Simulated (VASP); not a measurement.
# CdSe (F-43m) in VASP: a series of runs

CdSe is run at these levels: PBE; tasks: single point, relaxation of cell and atoms.

Everything below comes from runs of VASP 6.6.1. Logs are shortened: lines on timing, memory, paths and dates and some standing lists are left out, and cuts for length are marked.

### 1 The cell of the first run

The structure is cubic, space group F-43m (No. 216). The conventional cell has a = 5.884 Å, b = 5.884 Å, c = 5.884 Å, α = 90.00°, β = 90.00°, γ = 90.00°. Within 3.4 Å of Cd (site symmetry -43m) lie 4 Se at 2.55 Å. Within 3.4 Å of Se (site symmetry -43m) lie 4 Cd at 2.55 Å.

### 2 Single point, PBE

The input, INCAR:

```
PREC     = Accurate       # precision mode
ENCUT    = 520            # plane-wave cutoff, eV
EDIFF    = 1E-7           # SCF threshold, eV
ISMEAR   = 0              # smearing method
SIGMA    = 0.01           # smearing width, eV
LREAL    = F              # projectors in reciprocal space
LASPH    = T              # aspherical terms in the spheres
NELM     = 100            # most SCF steps
ALGO     = Normal         # electronic algorithm
ISIF     = 2              # what is computed and relaxed
LWAVE    = F              # write WAVECAR
LCHARG   = F              # write CHGCAR
GGA      = PE             # functional
NBANDS   = 16             # bands
```

The input, KPOINTS:

```
Automatic mesh
0
Gamma
  6 6 6
```

The input, POSCAR:

```
CdSe
1.0
    0.0000000000      2.9420926621      2.9420926621
    2.9420926621      0.0000000000      2.9420926621
    2.9420926621      2.9420926621      0.0000000000
Cd Se
1 1
Direct
    0.0000000000      0.0000000000      0.0000000000
    0.7500000000      0.7500000000      0.7500000000
```

Potentials or basis: VASP PAW PBE potentials, release 64 (Cd, Se).

Started as:

```console
> cat potpaw_PBE.64/Cd/POTCAR potpaw_PBE.64/Se/POTCAR > POTCAR
> mpirun -np 1 vasp_std > vasp.out
```

OUTCAR:

```text
PREC = Accurate
   ENCUT = 520
   EDIFF = 1E-7
   ISMEAR = 0
   LREAL = F
   LASPH = T
   NELM = 100
   ISIF = 2
   GGA = PE

 ion  position               nearest neighbor table
   1  0.000  0.000  0.000-   2 2.55   2 2.55   2 2.55   2 2.55
   2  0.750  0.750  0.750-   1 2.55   1 2.55   1 2.55   1 2.55

  LATTYP: Found a face centered cubic cell.
 ALAT       =     5.8841853242

  Lattice vectors:

 A1 = (   0.0000000000,   2.9420926621,   2.9420926621)
 A2 = (   2.9420926621,   0.0000000000,   2.9420926621)
 A3 = (   2.9420926621,   2.9420926621,   0.0000000000)

Analysis of symmetry for initial positions (statically):
=====================================================================
 Subroutine PRICEL returns:
 Original cell was already a primitive cell.

 Routine SETGRP: Setting up the symmetry group for a
 face centered cubic supercell.

 Subroutine GETGRP returns: Found 24 space group operations
 (whereof 24 operations were pure point group operations)
 out of a pool of 48 trial point group operations.

The static configuration has the point symmetry T_d .

Analysis of symmetry for dynamics (positions and initial velocities):
=====================================================================
 Subroutine PRICEL returns:
 Original cell was already a primitive cell.

 Routine SETGRP: Setting up the symmetry group for a
 face centered cubic supercell.

 Subroutine GETGRP returns: Found 24 space group operations
 (whereof 24 operations were pure point group operations)
 out of a pool of 48 trial point group operations.

The dynamic configuration has the point symmetry T_d .

 Subroutine INISYM returns: Found 24 space group operations
 (whereof 24 operations are pure point group operations),
 and found     1 'primitive' translations

----------------------------------------------------------------------------------------

                                     Primitive cell

  volume of cell :      50.9330

  direct lattice vectors                    reciprocal lattice vectors
     0.000000000  2.942092662  2.942092662    -0.169947061  0.169947061  0.169947061
     2.942092662  0.000000000  2.942092662     0.169947061 -0.169947061  0.169947061
     2.942092662  2.942092662  0.000000000     0.169947061  0.169947061 -0.169947061

  length of vectors
     4.160747345  4.160747345  4.160747345     0.294356944  0.294356944  0.294356944

  position of ions in fractional coordinates (direct lattice)
     0.000000000  0.000000000  0.000000000
     0.750000000  0.750000000  0.750000000

  ion indices of the primitive-cell ions
   primitive index   ion index
                 1           1
                 2           2

----------------------------------------------------------------------------------------

 KPOINTS: Automatic mesh

Automatic generation of k-mesh.
 Grid dimensions read from file:
 generate k-points for:    6    6    6

 Generating k-lattice:

  Cartesian coordinates                     Fractional coordinates (reciprocal lattice)
    -0.028324510  0.028324510  0.028324510     0.166666667  0.000000000  0.000000000
     0.028324510 -0.028324510  0.028324510     0.000000000  0.166666667  0.000000000
     0.028324510  0.028324510 -0.028324510     0.000000000  0.000000000  0.166666667

  Length of vectors
     0.049059491  0.049059491  0.049059491

  Shift w.r.t. Gamma in fractional coordinates (k-lattice)
     0.000000000  0.000000000  0.000000000

 Subroutine IBZKPT returns following result:
 ===========================================

 Found     16 irreducible k-points:

 Following reciprocal coordinates:
            Coordinates               Weight
  0.000000  0.000000  0.000000      1.000000
  0.166667  0.000000  0.000000      8.000000
  0.333333  0.000000  0.000000      8.000000
  0.500000  0.000000  0.000000      4.000000
  0.166667  0.166667  0.000000      6.000000
  0.333333  0.166667  0.000000     24.000000
[... 8 lines left out ...]
 -0.333333  0.333333  0.166667     24.000000
 -0.333333  0.500000  0.166667     12.000000
   k-points           NKPTS =     16   k-points in BZ     NKDIM =     16   number of bands    NBANDS=     16
   number of dos      NEDOS =    301   number of ions     NIONS =      2
   total plane-waves  NPLWV =  32768
   dimension x,y,z NGX =    32 NGY =   32 NGZ =   32
   dimension x,y,z NGXF=    64 NGYF=   64 NGZF=   64
   ions per type =               1   1
   NGX,Y,Z   is equivalent  to a cutoff of  12.79, 12.79, 12.79 a.u.
   NGXF,Y,Z  is equivalent  to a cutoff of  25.57, 25.57, 25.57 a.u.
 SYSTEM =  unknown system
   PREC   = accura    normal or accurate (medium, high low for compatibility)
   ISTART =      0    job   : 0-new  1-cont  2-samecut
   ICHARG =      2    charge: 1-file 2-atom 10-const
   ISPIN  =      1    spin polarized calculation?
   LNONCOLLINEAR =      F non collinear calculations
   LSORBIT =      F    spin-orbit coupling
   LASPH  =      T    aspherical Exc in radial PAW
   ENCUT  =  520.0 eV  38.22 Ry    6.18 a.u.   7.74  7.74  7.74*2*pi/ulx,y,z
   NELM   =    100;   NELMIN=  2; NELMDL= -5     # of ELM steps
   EDIFF  = 0.1E-06   stopping-criterion for ELM
   LREAL  =      F    real-space projection
   EDIFFG = 0.1E-05   stopping-criterion for IOM
   NSW    =      0    number of steps for IOM
   IBRION =     -1    ionic relax: 0-MD 1-quasi-New 2-CG
   NFREE  =      0    steps in history (QN), initial steepest desc. (CG)
   ISIF   =      2    stress and relaxation
   ISYM   =      2    0-nonsym 1-usesym 2-fastsym
   POTIM  = 0.5000    time-step for ionic-motion
   TEBEG  =    0.0;   TEEND  =   0.0 temperature during run
   PSTRESS=    0.0 pullay stress
   NELECT =      18.0000    total number of electrons
   NUPDOWN=      -1.0000    fix difference up-down
   EMIN   =  10.00;   EMAX   =-10.00  energy-range for DOS
   EFERMI =   0.00;   METHOD = LEGACY
   ISMEAR =     0;   SIGMA  =   0.01  broadening in eV -4-tet -1-fermi 0-gaus
   EFERMI_NEDOS =   21; number of points for ismear=-14 and -15
   IALGO  =     38    algorithm
   IMIX   =      4    mixing-type and parameters
     AMIX     =   0.40;   BMIX     =  1.00
     AMIX_MAG =   1.60;   BMIX_MAG =  1.00
  volume/ion in A,a.u.               =      25.47       171.86
  Fermi-wavevector in a.u.,A,eV,Ry     =   1.157442  2.187249 18.227351  1.339672
  Thomas-Fermi vector in A             =   2.294054
   LORBIT       =      0    0 simple, 1 ext, 2 COOP (PROOUT), +10 PAW based schemes
   GGA     = PE    functional components
   LHFCALC =     F    Hartree Fock is set to
   AEXX    =    0.0000 exact exchange contribution
   IVDW    =     0    specifies the selected vdW correction
   LEPSILON=     F    determine dielectric tensor
   LRPA    =     F    only Hartree local field effects (RPA)
 non-spin polarized calculation
 Gauss-broadening in eV      SIGMA  =   0.01
  energy-cutoff  :      520.00
  volume of cell :       50.93
 maximum number of plane-waves:      1384
   NGX = 15   NGY = 15   NGZ = 15

 number of electron      18.0000005 magnetization

 Free energy of the ion-electron system (eV)
  ---------------------------------------------------
  ext. energy  EPLUGINS =         0.00000000
  ---------------------------------------------------
  free energy    TOTEN  =        -5.24637732 eV

  energy without entropy =       -5.24637732  energy(sigma->0) =       -5.24637732

 E-fermi :   1.8487     XC(G=0):  -9.3454

 val. band max:        1.7955995487   @ k =   0.0000   0.0000   0.0000
 cond. band min:       2.6077378134   @ k =   0.0000   0.0000   0.0000
 fundamental gap:      0.8121382648
 Fermi energy:         1.8486774277

 k-point     1 :       0.0000    0.0000    0.0000
  band No.  band energies     occupation
      1     -11.4153      2.00000
      2      -6.5410      2.00000
      3      -6.5410      2.00000
      4      -6.5410      2.00000
      5      -6.0476      2.00000
      6      -6.0476      2.00000
[... 8 lines left out ...]
     15      13.1151      0.00000
     16      13.1151      0.00000

 k-point     2 :       0.1667    0.0000    0.0000
  band No.  band energies     occupation
      1     -11.3002      2.00000
      2      -6.5034      2.00000
      3      -6.5034      2.00000
      4      -6.4441      2.00000
      5      -6.0492      2.00000
      6      -6.0492      2.00000
[... 8 lines left out ...]
     15      12.0360      0.00000
     16      12.5452      0.00000

 k-point     3 :       0.3333    0.0000    0.0000
  band No.  band energies     occupation
      1     -11.0657      2.00000
      2      -6.4412      2.00000
      3      -6.4412      2.00000
      4      -6.0735      2.00000
      5      -6.0348      2.00000
      6      -6.0348      2.00000
[... 8 lines left out ...]
     15      12.5441      0.00000
     16      12.5441      0.00000

 k-point     4 :       0.5000    0.0000    0.0000
  band No.  band energies     occupation
      1     -10.9473      2.00000
      2      -6.4190      2.00000
      3      -6.4190      2.00000
      4      -6.0159      2.00000
      5      -6.0159      2.00000
      6      -5.6693      2.00000
[... 8 lines left out ...]
     15      14.2682      0.00000
     16      14.2682      0.00000
[... 172 lines left out ...]
 k-point    14 :       0.5000    0.3333    0.1667
  band No.  band energies     occupation
      1     -10.9144      2.00000
      2      -6.3520      2.00000
      3      -6.3439      2.00000
      4      -6.1505      2.00000
      5      -6.0137      2.00000
      6      -5.7658      2.00000
[... 8 lines left out ...]
     15      14.4240      0.00000
     16      15.2835      0.00000

 k-point    15 :      -0.3333    0.3333    0.1667
  band No.  band energies     occupation
      1     -10.8385      2.00000
      2      -6.3465      2.00000
      3      -6.3057      2.00000
      4      -6.0924      2.00000
      5      -6.0363      2.00000
      6      -5.4901      2.00000
[... 8 lines left out ...]
     15      14.0641      0.00000
     16      15.2663      0.00000

 k-point    16 :      -0.3333    0.5000    0.1667
  band No.  band energies     occupation
      1     -10.8015      2.00000
      2      -6.3140      2.00000
      3      -6.2642      2.00000
      4      -6.1338      2.00000
      5      -6.0132      2.00000
      6      -5.4535      2.00000
[... 8 lines left out ...]
     15      15.0449      0.00000
     16      15.1692      0.00000

------------------------ aborting loop because EDIFF is reached ----------------------------------------

  FORCE on cell =-STRESS in cart. coord.  units (eV):
  Direction    XX          YY          ZZ          XY          YZ          ZX
  --------------------------------------------------------------------------------------
  -------------------------------------------------------------------------------------
  Total        3.3298201      3.3298201      3.3298201      0.0000000      0.0000000     -0.0000000
  in kB      104.7447614    104.7447614    104.7447614      0.0000000      0.0000000     -0.0000000
  external PRESSURE =     104.7447614 kB  Pullay stress =       0.0000000 kB

 VOLUME and BASIS-vectors are now :
 -----------------------------------------------------------------------------
  energy-cutoff  :      520.00
  volume of cell :       50.93
      direct lattice vectors                 reciprocal lattice vectors
     0.000000000  2.942092662  2.942092662    -0.169947061  0.169947061  0.169947061
     2.942092662  0.000000000  2.942092662     0.169947061 -0.169947061  0.169947061
     2.942092662  2.942092662  0.000000000     0.169947061  0.169947061 -0.169947061

 POSITION                                       TOTAL-FORCE (eV/Angst)
 -----------------------------------------------------------------------------------
      0.00000      0.00000      0.00000         0.000000      0.000000      0.000000
      4.41314      4.41314      4.41314        -0.000000     -0.000000     -0.000000
 -----------------------------------------------------------------------------------
    total drift:                                0.000000      0.000000      0.000000

  FREE ENERGIE OF THE ION-ELECTRON SYSTEM (eV)
  ---------------------------------------------------
  free  energy   TOTEN  =        -5.2463773192 eV

  energy  without entropy=       -5.2463773192  energy(sigma->0) =       -5.24637732
```

Wall time 20 s (1 thread of AMD EPYC 7R13 (Zen 3), shared host); peak memory 0.15 GiB.

What came out:

```
Free energy            : -5.2464 eV
Pressure               : 10.5 GPa
Band gap on the k mesh : 0.81 eV, direct
```

Levels at points of the mesh, in eV from the valence-band top:
```csv
k point,band 7,band 8,band 9,band 10,band 11,band 12
"(0.00, 0.00, 0.00)",0.00,0.00,0.00,0.81,5.91,5.91
"(0.50, 0.00, 0.00)",-5.02,-0.90,-0.90,2.51,6.44,6.44
"(0.50, 0.50, 0.00)",-4.56,-2.22,-2.22,2.93,3.81,9.62
```

[end of part 1 of 2]
